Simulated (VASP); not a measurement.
# CuO (C2/c) in VASP: notebook

Runs on CuO. Level: PBEsol. Tasks: single point.

Everything below comes from runs of VASP 6.6.1. Logs are shortened: lines on timing, memory, paths and dates and some standing lists are left out, and cuts for length are marked.

### Step 1. The cell of the first run

The typed cell holds 4 atoms: a = 2.973 Å, b = 2.973 Å, c = 5.114 Å, α = 89.99°, β = 89.99°, γ = 89.96°.

### Step 2. Single point, PBEsol (volume scaled by 1.06, then relaxed in part)

Input file INCAR:

```
ALGO = Normal
EDIFF = 1E-6
ENCUT = 520
GGA = PS
ISIF = 2
ISMEAR = 0
LASPH = True
LCHARG = False
LREAL = False
LWAVE = False
NBANDS = 25
NELM = 100
PREC = Accurate
SIGMA = 0.1
```

Input file KPOINTS:

```
k-points
0
Gamma
  14 14 8
```

Input file POSCAR:

```
CuO
1.0
    2.9731878096     -0.0190162661     -0.0046870799
    0.0213294361      2.9731704137     -0.0046750874
    0.0093868174      0.0092679785      5.1141444184
Cu O
2 2
Direct
    0.5000000000      0.0000000000      0.5000000000
    0.0000000000      0.5000000000      0.0000000000
    0.0000917255      0.9999061924      0.2499999823
    0.9999082745      0.0000938076      0.7500000177
```

Potentials or basis: VASP PAW PBE potentials, release 64 (Cu, O).

Command:

```sh
> cat potpaw_PBE.64/Cu/POTCAR potpaw_PBE.64/O/POTCAR > POTCAR
> mpirun -np 1 vasp_std > vasp.out
```

OUTCAR:

```text
EDIFF = 1E-6
   ENCUT = 520
   GGA = PS
   ISIF = 2
   ISMEAR = 0
   LASPH = True
   LREAL = False
   NELM = 100
   PREC = Accurate

 ion  position               nearest neighbor table
   1  0.500  0.000  0.500-   3 1.96   4 1.96   4 1.96   3 1.96
   2  0.000  0.500  0.000-   4 1.96   3 1.96   4 1.96   3 1.96
   3  0.000  1.000  0.250-   2 1.96   1 1.96   2 1.96   1 1.96
   4  1.000  0.000  0.750-   2 1.96   1 1.96   2 1.96   1 1.96

  LATTYP: Found a base centered monoclinic cell.
 ALAT       =     4.2064531274
 B/A-ratio  =     0.9992198115
 C/A-ratio  =     1.2157894730
 COS(beta)  =    -0.0003536807

  Lattice vectors:

 A1 = (  -2.9731878096,   0.0190162661,   0.0046870799)
 A2 = (  -0.0213294361,  -2.9731704137,   0.0046750874)
 A3 = (   0.0093868174,   0.0092679785,   5.1141444184)

Analysis of symmetry for initial positions (statically):
=====================================================================
 Subroutine PRICEL returns:
 Original cell was already a primitive cell.

 Routine SETGRP: Setting up the symmetry group for a
 base centered monoclinic supercell.

 Subroutine GETGRP returns: Found  4 space group operations
 (whereof  2 operations were pure point group operations)
 out of a pool of  4 trial point group operations.

The static configuration has the point symmetry S_2 .
 The point group associated with its full space group is C_2h.

Analysis of symmetry for dynamics (positions and initial velocities):
=====================================================================
 Subroutine PRICEL returns:
 Original cell was already a primitive cell.

 Routine SETGRP: Setting up the symmetry group for a
 base centered monoclinic supercell.

 Subroutine GETGRP returns: Found  4 space group operations
 (whereof  2 operations were pure point group operations)
 out of a pool of  4 trial point group operations.

The dynamic configuration has the point symmetry S_2 .
 The point group associated with its full space group is C_2h.

 Subroutine INISYM returns: Found  4 space group operations
 (whereof  2 operations are pure point group operations),
 and found     1 'primitive' translations

----------------------------------------------------------------------------------------

                                     Primitive cell

  volume of cell :      45.2103

  direct lattice vectors                    reciprocal lattice vectors
     2.973187810 -0.019016266 -0.004687080     0.336322927 -0.002413734 -0.000612934
     0.021329436  2.973170414 -0.004675087     0.002150140  0.336324910 -0.000613443
     0.009386817  0.009267978  5.114144418     0.000310203  0.000305239  0.195535006

  length of vectors
     2.973252317  2.973250597  5.114161431     0.336332147  0.336332342  0.195535490

  position of ions in fractional coordinates (direct lattice)
     0.500000000  1.000000000  0.500000000
     0.000000000  0.500000000  0.000000000
     0.000091725  0.999906192  0.249999982
     0.999908275  0.000093808  0.750000018

  ion indices of the primitive-cell ions
   primitive index   ion index
                 1           1
                 2           2
                 3           3
                 4           4

----------------------------------------------------------------------------------------

 KPOINTS: k-points

Automatic generation of k-mesh.
 Grid dimensions read from file:
 generate k-points for:   14   14    8

 Generating k-lattice:

  Cartesian coordinates                     Fractional coordinates (reciprocal lattice)
     0.024023066 -0.000172410 -0.000043781     0.071428571  0.000000000  0.000000000
     0.000153581  0.024023208 -0.000043817    -0.000000000  0.071428571  0.000000000
     0.000038775  0.000038155  0.024441876     0.000000000  0.000000000  0.125000000

  Length of vectors
     0.024023725  0.024023739  0.024441936

  Shift w.r.t. Gamma in fractional coordinates (k-lattice)
     0.000000000  0.000000000  0.000000000

 Subroutine IBZKPT returns following result:
 ===========================================

 Found    429 irreducible k-points:

 Following reciprocal coordinates:
            Coordinates               Weight
  0.000000  0.000000  0.000000      1.000000
  0.071429 -0.000000 -0.000000      4.000000
  0.142857 -0.000000 -0.000000      4.000000
  0.214286 -0.000000 -0.000000      4.000000
  0.285714 -0.000000  0.000000      4.000000
  0.357143 -0.000000  0.000000      4.000000
[... 16 lines left out ...]
  0.214286  0.142857  0.000000      4.000000
  0.285714  0.142857  0.000000      4.000000
 [... further k-points ...]
   k-points           NKPTS =    429   k-points in BZ     NKDIM =    429   number of bands    NBANDS=     25
   number of dos      NEDOS =    301   number of ions     NIONS =      4
   total plane-waves  NPLWV =  23040
   dimension x,y,z NGX =    24 NGY =   24 NGZ =   40
   dimension x,y,z NGXF=    48 NGYF=   48 NGZF=   80
   ions per type =               2   2
[... 69 lines left out ...]
  band No.  band energies     occupation
      1     -15.1109      2.00000
      2     -13.7535      2.00000
      3      -3.5082      2.00000
      4      -0.8892      2.00000
      5      -0.8875      2.00000
      6       0.8394      2.00000
[... 17 lines left out ...]
     24      18.6766      0.00000
     25      18.9422      0.00000

 k-point     2 :       0.0714   -0.0000   -0.0000
  band No.  band energies     occupation
      1     -15.0849      2.00000
      2     -13.7462      2.00000
      3      -3.4627      2.00000
      4      -0.9079      2.00000
      5      -0.8754      2.00000
      6       0.4812      2.00000
[... 17 lines left out ...]
     24      18.7557      0.00000
     25      18.9731      0.00000

 k-point     3 :       0.1429   -0.0000   -0.0000
  band No.  band energies     occupation
      1     -15.0118      2.00000
      2     -13.7258      2.00000
      3      -3.3324      2.00000
      4      -0.9546      2.00000
      5      -0.8387      2.00000
      6      -0.1603      2.00000
[... 17 lines left out ...]
     24      18.9487      0.00000
     25      19.0055      0.00000

 k-point     4 :       0.2143   -0.0000   -0.0000
  band No.  band energies     occupation
      1     -14.9032      2.00000
      2     -13.6963      2.00000
      3      -3.1360      2.00000
      4      -1.0013      2.00000
      5      -0.8611      2.00000
      6      -0.7845      2.00000
[... 17 lines left out ...]
     24      18.8810      0.00000
     25      19.0756      0.00000

 k-point     5 :       0.2857   -0.0000    0.0000
  band No.  band energies     occupation
      1     -14.7778      2.00000
      2     -13.6632      2.00000
      3      -2.9057      2.00000
      4      -1.5130      2.00000
      5      -1.0212      2.00000
      6      -0.7228      2.00000
[... 17 lines left out ...]
     24      18.4575      0.00000
     25      19.0028      0.00000

 k-point     6 :       0.3571   -0.0000    0.0000
  band No.  band energies     occupation
      1     -14.6603      2.00000
      2     -13.6330      2.00000
      3      -2.6858      2.00000
      4      -2.0370      2.00000
      5      -1.0015      2.00000
      6      -0.6657      2.00000
[... 17 lines left out ...]
     24      17.7374      0.00000
     25      18.8470      0.00000
[... 393 lines left out ...]
 k-point    21 :      -0.0714    0.0714    0.0000
  band No.  band energies     occupation
      1     -15.0594      2.00000
      2     -13.7391      2.00000
      3      -3.4171      2.00000
      4      -0.9046      2.00000
      5      -0.8846      2.00000
      6       0.3820      2.00000
[... 17 lines left out ...]
     24      18.6764      0.00000
     25      19.0023      0.00000

 k-point    22 :       0.1429    0.1429    0.0000
  band No.  band energies     occupation
      1     -14.9148      2.00000
      2     -13.6998      2.00000
      3      -3.1555      2.00000
      4      -0.9337      2.00000
      5      -0.8641      2.00000
      6      -0.2820      2.00000
[... 17 lines left out ...]
     24      17.1225      0.00000
     25      19.2091      0.00000

 k-point    23 :       0.2143    0.1429    0.0000
  band No.  band energies     occupation
      1     -14.8080      2.00000
      2     -13.6718      2.00000
      3      -2.9574      2.00000
      4      -0.9582      2.00000
      5      -0.8373      2.00000
      6      -0.8174      2.00000
[... 17 lines left out ...]
     24      16.7894      0.00000
     25      19.2331      0.00000

 k-point    24 :       0.2857    0.1429    0.0000
  band No.  band energies     occupation
      1     -14.6849      2.00000
      2     -13.6406      2.00000
      3      -2.7242      2.00000
      4      -1.4542      2.00000
      5      -0.9621      2.00000
      6      -0.7537      2.00000
[... 17 lines left out ...]
     24      17.0253      0.00000
     25      18.9104      0.00000

 [... further k-points ...]

------------------------ aborting loop because EDIFF is reached ----------------------------------------

  FORCE on cell =-STRESS in cart. coord.  units (eV):
  Direction    XX          YY          ZZ          XY          YZ          ZX
  --------------------------------------------------------------------------------------
  -------------------------------------------------------------------------------------
  Total       -2.1020353     -2.1019638     -2.0260328     -0.0025469     -0.0008273     -0.0008252
  in kB      -74.4925844    -74.4900499    -71.7991836     -0.0902572     -0.0293170     -0.0292434
  external PRESSURE =     -73.5939393 kB  Pullay stress =       0.0000000 kB

 VOLUME and BASIS-vectors are now :
 -----------------------------------------------------------------------------
  energy-cutoff  :      520.00
  volume of cell :       45.21
      direct lattice vectors                 reciprocal lattice vectors
     2.973187810 -0.019016266 -0.004687080     0.336322927 -0.002413734 -0.000612934
     0.021329436  2.973170414 -0.004675087     0.002150140  0.336324910 -0.000613443
     0.009386817  0.009267978  5.114144418     0.000310203  0.000305239  0.195535006

 POSITION                                       TOTAL-FORCE (eV/Angst)
 -----------------------------------------------------------------------------------
      1.49129     -0.00487      2.55473         0.000000      0.000000      0.000000
      0.01066      1.48659     -0.00234         0.000000      0.000000      0.000000
      0.02395      2.97521      1.27386        -0.000157      0.000159      0.000000
      2.97996     -0.01178      3.83092         0.000157     -0.000159     -0.000000
 -----------------------------------------------------------------------------------
    total drift:                                0.000000      0.000000     -0.000000

  FREE ENERGIE OF THE ION-ELECTRON SYSTEM (eV)
  ---------------------------------------------------
  free  energy   TOTEN  =       -21.4286327475 eV

  energy  without entropy=      -21.4161038898  energy(sigma->0) =      -21.42236832
```

Run time: 4.3 min. Hardware: 1 thread of Intel Xeon Platinum 8488C (Sapphire Rapids), shared host; peak memory 0.48 GiB.

Results:

```
Free energy            : -21.4286 eV
Pressure               : -7.4 GPa
Band gap on the k mesh : zero (band 17 reaches 5.18 eV, above the bottom of band 18 at 3.94 eV)
```

Levels at points of the mesh, in eV from the Fermi level:
```csv
k point,band 14,band 15,band 16,band 17,band 18,band 19,band 20,band 21
"(0.00, 0.00, 0.00)",-2.28,-2.25,-1.81,0.67,0.68,1.29,5.90,7.22
"(0.50, 0.00, 0.00)",-1.84,-1.55,-1.48,0.21,0.47,3.74,5.70,6.24
"(0.50, 0.50, 0.00)",-2.33,-1.63,-1.20,-1.20,1.09,2.00,7.19,9.62
"(0.00, 0.00, 0.50)",-2.20,-1.54,-1.54,0.10,0.10,3.34,3.34,11.56
"(0.50, 0.00, 0.50)",-2.30,-2.00,-1.81,-0.21,0.67,4.27,5.76,8.03
"(0.50, 0.50, 0.50)",-1.84,-1.42,-1.42,-0.56,-0.56,3.90,3.90,10.20
```

Caveat: the cell differs from its parent crystal (volume scaled by 1.06, then relaxed in part); the PAW data sets were made with another functional, which shifts forces and pressure a little; semilocal functionals often make such compounds metallic where correlation or magnetic order opens a gap, which also shifts bond lengths.

### Step 3. Single point, PBEsol

This run uses another cell than the first one, of 10.66 Å³/atom, 0.943 times its volume.

Input file INCAR:

```
SYSTEM = CuO
ALGO = Normal
EDIFF = 1E-6
ENCUT = 520
GGA = PS
ISIF = 2
ISMEAR = 0
LASPH = .True.
LCHARG = .True.
LELF = .True.
LREAL = .False.
LVHAR = .True.
LWAVE = .False.
NBANDS = 25
NELM = 100
PREC = Accurate
SIGMA = 0.1
```

Input file KPOINTS:

```
k-points
0
Gamma
  14 14 8
  0 0 0
```

Input file POSCAR:

```
CuO
1.0
    2.8940161960     -0.0154640942     -0.0039741740
    0.0238068146      2.8939275686     -0.0039498795
    0.0103467866      0.0102358281      5.0923891458
Cu O
2 2
Direct
    0.5000000000      0.0000000000      0.5000000000
    0.0000000000      0.5000000000      0.0000000000
    0.0002557522      0.9997386879      0.2500003705
    0.9997442478      0.0002613121      0.7499996295
```

Potentials or basis: VASP PAW PBE potentials, release 64 (Cu, O).

Command:

```sh
> cat potpaw_PBE.64/Cu/POTCAR potpaw_PBE.64/O/POTCAR > POTCAR
> mpirun -np 1 vasp_std > vasp.out
```

It took 3.8 min on 1 thread of Intel Xeon Platinum 8488C (Sapphire Rapids), shared host; peak memory 0.46 GiB.

Results (log left out):

| Quantity | Value |
| --- | --- |
| Free energy | -21.4824 eV |
| Pressure | 0.8 GPa |
| Band gap on the k mesh | zero (band 17 reaches 5.92 eV, above the bottom of band 18 at 4.71 eV) |

Stress tensor (GPa, compression positive):
```
 0.61 -0.02  0.00
-0.02  0.61  0.00
 0.00  0.00  1.06
```

Levels at points of the mesh, in eV from the Fermi level:
| k point | band 14 | band 15 | band 16 | band 17 | band 18 | band 19 | band 20 | band 21 |
| --- | --- | --- | --- | --- | --- | --- | --- | --- |
| (0.00, 0.00, 0.00) | -2.50 | -2.40 | -2.01 | 0.69 | 0.69 | 1.45 | 6.00 | 7.41 |
| (0.50, 0.00, 0.00) | -1.99 | -1.65 | -1.58 | 0.22 | 0.46 | 3.50 | 5.94 | 6.55 |
| (0.50, 0.50, 0.00) | -2.46 | -1.66 | -1.25 | -1.24 | 1.17 | 1.87 | 7.13 | 9.93 |
| (0.00, 0.00, 0.50) | -2.40 | -1.63 | -1.63 | 0.08 | 0.08 | 3.51 | 3.51 | 11.70 |
| (0.50, 0.00, 0.50) | -2.47 | -2.12 | -1.90 | -0.15 | 0.69 | 4.18 | 5.95 | 8.22 |
| (0.50, 0.50, 0.50) | -2.02 | -1.48 | -1.48 | -0.52 | -0.52 | 3.82 | 3.82 | 10.81 |

Caveat: the PAW data sets were made with another functional, which shifts forces and pressure a little; semilocal functionals often make such compounds metallic where correlation or magnetic order opens a gap, which also shifts bond lengths. With open d or f shells a metallic result of PBEsol can be an artefact of self-interaction; +U or a hybrid may open a gap.

### Step 4. Single point, PBEsol (volume scaled by 1.03, then relaxed in part)

Input file INCAR:

```
PREC = Accurate
ENCUT = 520
EDIFF = 1E-7
ISMEAR = 0
SIGMA = 0.1
LREAL = F
LASPH = T
NELM = 60
ALGO = Normal
ISIF = 2
LWAVE = F
LCHARG = F
GGA = PS
NBANDS = 25
```

Input file KPOINTS:

```
Automatic mesh
0
Gamma
  14 14 8
```

Input file POSCAR:

```
CuO
1.0
    2.9341996694     -0.0175191089     -0.0043575471
    0.0222973904      2.9341602275     -0.0043400354
    0.0098194728      0.0097041627      5.1023853815
Cu O
2 2
Direct
    0.5000000000      0.0000000000      0.5000000000
    0.0000000000      0.5000000000      0.0000000000
    0.0001664740      0.9998298637      0.2499999127
    0.9998335260      0.0001701363      0.7500000873
```

Command:

```sh
> cat potpaw_PBE.64/Cu/POTCAR potpaw_PBE.64/O/POTCAR > POTCAR
> mpirun -np 1 vasp_std > vasp.out
```

Wall time 2.9 min (1 thread of Intel Xeon 6975P-C (Granite Rapids), shared host); peak memory 0.47 GiB.

The run converged. Its results:

```yaml
Free_energy: -21.4716 eV
Pressure: -3.6 GPa
Band_gap_on_the_k_mesh: zero (band 17 reaches 5.54 eV, above the bottom of band 18 at 4.31 eV)
```

Stress tensor (GPa, compression positive):
```
-3.71 -0.01  0.00
-0.01 -3.71  0.00
 0.00  0.00 -3.40
```

Levels at points of the mesh, in eV from the Fermi level:
```
           k point  band 14  band 15  band 16  band 17  band 18  band 19  band 20  band 21
(0.00, 0.00, 0.00)    -2.42    -2.32    -1.90     0.68     0.68     1.37     5.95     7.31
(0.50, 0.00, 0.00)    -1.92    -1.60    -1.53     0.21     0.47     3.63     5.82     6.39
(0.50, 0.50, 0.00)    -2.40    -1.64    -1.22    -1.22     1.13     1.93     7.16     9.78
(0.00, 0.00, 0.50)    -2.29    -1.58    -1.58     0.09     0.09     3.42     3.42    11.64
(0.50, 0.00, 0.50)    -2.38    -2.06    -1.85    -0.18     0.68     4.23     5.86     8.13
(0.50, 0.50, 0.50)    -1.93    -1.45    -1.45    -0.54    -0.54     3.86     3.86    10.50
```

Caveat: the cell differs from its parent crystal (volume scaled by 1.03, then relaxed in part); the PAW data sets were made with another functional, which shifts forces and pressure a little; semilocal functionals often make such compounds metallic where correlation or magnetic order opens a gap, which also shifts bond lengths.

### Step 5. Summary

```csv
cell,gap on the mesh (eV),pressure (GPa)
"a = 2.973, b = 2.973, c = 5.114 Å, 4 atoms",none,-7.4
"a = 2.894, b = 2.894, c = 5.092 Å, angles 90.0, 90.0, 89.8°, 4 atoms",none,0.8
"a = 2.934, b = 2.934, c = 5.102 Å, angles 90.0, 90.0, 89.9°, 4 atoms",none,-3.6
```

Alike in all rows: task single point; level PBEsol; potentials or basis VASP PAW PBE potentials, release 64 (Cu, O); no spin polarisation; k mesh 14 × 14 × 8; cutoff (eV) 520; smearing gaussian 0.1 eV.

Caveats: the PAW data sets were made with another functional, which shifts forces and pressure a little; semilocal functionals often make such compounds metallic where correlation or magnetic order opens a gap, which also shifts bond lengths.

Total energies depend on the potentials used, so only differences within one code and one set of settings carry meaning.
